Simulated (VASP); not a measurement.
# Rb in VASP: a series of runs, part 2 of 2

VASP 6.6.1. The steps go on from the part before.

## 3. Single point, PBE

INCAR reads:

```
PREC = Accurate ; ENCUT = 520
EDIFF = 1E-7 ; ISMEAR = 0
SIGMA = 0.02 ; LREAL = F
LASPH = T ; NELM = 60
ALGO = Normal ; ISIF = 2
LWAVE = F ; LCHARG = F
GGA = PE ; NBANDS = 10
```

KPOINTS reads:

```
Automatic mesh
0
Gamma
  7 7 7
```

POSCAR reads:

```
Rb
1.0
    4.8540723900      0.0000000000      0.0000000000
   -1.6180241296      4.5764633379      0.0000000000
   -1.6180241296     -2.2882316682      3.9633335106
Rb
1
Direct
    0.0000000000      0.0000000000      0.0000000000
```

Potentials or basis: VASP PAW PBE potentials, release 64 (Rb_sv).

The run is started by

```sh
$ cat potpaw_PBE.64/Rb_sv/POTCAR > POTCAR
$ mpirun -np 1 vasp_std > vasp.out
```

OUTCAR:

```text
PREC = Accurate
   ENCUT = 520
   EDIFF = 1E-7
   ISMEAR = 0
   LREAL = F
   LASPH = T
   NELM = 60
   ISIF = 2
   GGA = PE

 ion  position               nearest neighbor table
   1  0.000  0.000  0.000-

  LATTYP: Found a body centered cubic cell.
 ALAT       =     5.6050000021

  Lattice vectors:

 A1 = (   4.8540723900,   0.0000000000,   0.0000000000)
 A2 = (  -1.6180241296,   4.5764633379,   0.0000000000)
 A3 = (  -1.6180241296,  -2.2882316682,   3.9633335106)

Analysis of symmetry for initial positions (statically):
=====================================================================
 Subroutine PRICEL returns:
 Original cell was already a primitive cell.

 Routine SETGRP: Setting up the symmetry group for a
 body centered cubic supercell.

 Subroutine GETGRP returns: Found 48 space group operations
 (whereof 48 operations were pure point group operations)
 out of a pool of 48 trial point group operations.

The static configuration has the point symmetry O_h .

Analysis of symmetry for dynamics (positions and initial velocities):
=====================================================================
 Subroutine PRICEL returns:
 Original cell was already a primitive cell.

 Routine SETGRP: Setting up the symmetry group for a
 body centered cubic supercell.

 Subroutine GETGRP returns: Found 48 space group operations
 (whereof 48 operations were pure point group operations)
 out of a pool of 48 trial point group operations.

The dynamic configuration has the point symmetry O_h .

 Subroutine INISYM returns: Found 48 space group operations
 (whereof 48 operations are pure point group operations),
 and found     1 'primitive' translations

----------------------------------------------------------------------------------------

                                     Primitive cell

[... 105 lines left out ...]
  Fermi-wavevector in a.u.,A,eV,Ry     =   0.765462  1.446513  7.972081  0.585931
  Thomas-Fermi vector in A             =   1.865587
   LORBIT       =      0    0 simple, 1 ext, 2 COOP (PROOUT), +10 PAW based schemes
   GGA     = PE    functional components
   LHFCALC =     F    Hartree Fock is set to
   AEXX    =    0.0000 exact exchange contribution
   IVDW    =     0    specifies the selected vdW correction
   LEPSILON=     F    determine dielectric tensor
   LRPA    =     F    only Hartree local field effects (RPA)
 non-spin polarized calculation
 Gauss-broadening in eV      SIGMA  =   0.02
  energy-cutoff  :      520.00
  volume of cell :       88.04
 maximum number of plane-waves:      2398
   NGX = 19   NGY = 19   NGZ = 19

 number of electron       9.0000000 magnetization

 Free energy of the ion-electron system (eV)
  ---------------------------------------------------
  ext. energy  EPLUGINS =         0.00000000
  ---------------------------------------------------
  free energy    TOTEN  =        -0.93680215 eV

  energy without entropy =       -0.93620242  energy(sigma->0) =       -0.93650229

 E-fermi :   0.0424     XC(G=0):  -5.5465

 val. band max:        0.0319062000   @ k =  -0.2857   0.4286   0.1429
 cond. band min:       0.1881938940   @ k =  -0.4286   0.4286   0.1429
 fundamental gap:      0.1562876940
 Fermi energy:         0.0423939576

 k-point     1 :       0.0000    0.0000    0.0000
  band No.  band energies     occupation
      1     -28.7991      2.00000
      2     -12.8378      2.00000
      3     -12.8378      2.00000
      4     -12.8378      2.00000
      5      -1.9289      2.00000
      6       3.7972      0.00000
      7       3.7972      0.00000
      8       3.7972      0.00000
      9       4.7523      0.00000
     10       4.7523      0.00000
[... 235 lines left out ...]
 k-point    20 :      -0.4286    0.4286    0.4286
  band No.  band energies     occupation
      1     -28.7907      2.00000
      2     -12.9139      2.00000
      3     -12.9104      2.00000
      4     -12.9104      2.00000
      5       1.1640      0.00000
      6       1.4131      0.00000
      7       3.2312      0.00000
      8       3.3546      0.00000
      9       3.3546      0.00000
     10       5.6217      0.00000

------------------------ aborting loop because EDIFF is reached ----------------------------------------

  FORCE on cell =-STRESS in cart. coord.  units (eV):
  Direction    XX          YY          ZZ          XY          YZ          ZX
  --------------------------------------------------------------------------------------
  -------------------------------------------------------------------------------------
  Total        0.0500130      0.0500130      0.0500130      0.0000000      0.0000000      0.0000000
  in kB        0.9101162      0.9101162      0.9101162      0.0000000      0.0000000      0.0000000
  external PRESSURE =       0.9101162 kB  Pullay stress =       0.0000000 kB

 VOLUME and BASIS-vectors are now :
 -----------------------------------------------------------------------------
  energy-cutoff  :      520.00
  volume of cell :       88.04
      direct lattice vectors                 reciprocal lattice vectors
     4.854072390  0.000000000  0.000000000     0.206012585  0.072836448  0.126156428
    -1.618024130  4.576463338  0.000000000     0.000000000  0.218509344  0.126156428
    -1.618024130 -2.288231668  3.963333511     0.000000000  0.000000000  0.252312857

 POSITION                                       TOTAL-FORCE (eV/Angst)
 -----------------------------------------------------------------------------------
      0.00000      0.00000      0.00000        -0.000000     -0.000000      0.000000
 -----------------------------------------------------------------------------------
    total drift:                                0.000000     -0.000000     -0.000000

  FREE ENERGIE OF THE ION-ELECTRON SYSTEM (eV)
  ---------------------------------------------------
  free  energy   TOTEN  =        -0.9368021495 eV

  energy  without entropy=       -0.9362024222  energy(sigma->0) =       -0.93650229
```

Run time: 26 s. Hardware: 1 thread of Intel Xeon 8259CL, shared host; peak memory 0.2 GiB.

What came out:

```yaml
Free_energy: -0.9368 eV
Pressure: 0.1 GPa
```

## 4. Single point, PBE+D3(BJ) (the cell strained at random)

INCAR reads:

```
SYSTEM = Rb
ALGO = Normal ; EDIFF = 1E-6
ENCUT = 520 ; GGA = PE
ISIF = 2 ; ISMEAR = -1
IVDW = 12 ; LASPH = .TRUE.
LCHARG = .FALSE. ; LREAL = .FALSE.
LWAVE = .FALSE. ; NBANDS = 10
NELM = 60 ; PREC = Accurate
SIGMA = 0.1
```

KPOINTS reads:

```
k-points
0
G
  7 7 7
  0 0 0
```

POSCAR reads:

```
Rb
1.0
   -2.7863933099      2.7667106637      2.7660461635
    2.7806721798     -2.7715115061      2.7656518384
    2.7929488737      2.7775393350     -2.7708649206
Rb
1
Direct
    0.0000000000      0.0000000000      0.0000000000
```

The run is started by

```sh
$ cat potpaw_PBE.64/Rb_sv/POTCAR > POTCAR
$ mpirun -np 1 vasp_std > vasp.out
```

It took 2.2 min on 1 thread of Oxide Virtual Turin-like, shared host; peak memory 0.27 GiB.

It converged, with:

| Item | Value |
| --- | --- |
| Free energy | -1.0580 eV |
| Pressure | 0.0 GPa |
| Dispersion energy per atom | -0.108 eV |

Levels at points of the mesh, in eV from the Fermi level:
| k point | band 1 | band 2 | band 3 | band 4 | band 5 | band 6 | band 7 | band 8 | band 9 | band 10 |
| --- | --- | --- | --- | --- | --- | --- | --- | --- | --- | --- |
| (0.00, 0.00, 0.00) | -28.87 | -12.90 | -12.90 | -12.90 | -2.05 | 3.72 | 3.74 | 3.77 | 4.69 | 4.74 |

Caveat: the cell differs from its parent crystal (the cell strained at random); three body term missing; pairwise dispersion overbinds metals, which lowers pressure and volume.

## 5. Summary

| level | cell | smearing | gap on the mesh (eV) | pressure (GPa) |
| --- | --- | --- | --- | --- |
| PBEsol | a = 4.854 Å, angles 109.5°, 1 atom | gaussian 0.1 eV | none | -0.1 |
| PBE | a = 4.854 Å, angles 109.5°, 1 atom | gaussian 0.02 eV | none | 0.1 |
| PBE+D3(BJ) | a = 4.803, b = 4.802, c = 4.816 Å, angles 109.2, 109.6, 109.7°, 1 atom | fermi-dirac 0.1 eV | none | 0.0 |

Alike in all rows: task single point; potentials or basis VASP PAW PBE potentials, release 64 (Rb_sv); no spin polarisation; k mesh 7 × 7 × 7; cutoff (eV) 520.

Caveats: the PAW data sets were made with another functional, which shifts forces and pressure a little (some runs); three body term missing (some runs); pairwise dispersion overbinds metals, which lowers pressure and volume (some runs).

Absolute energies hang on the potentials; compare differences alone.
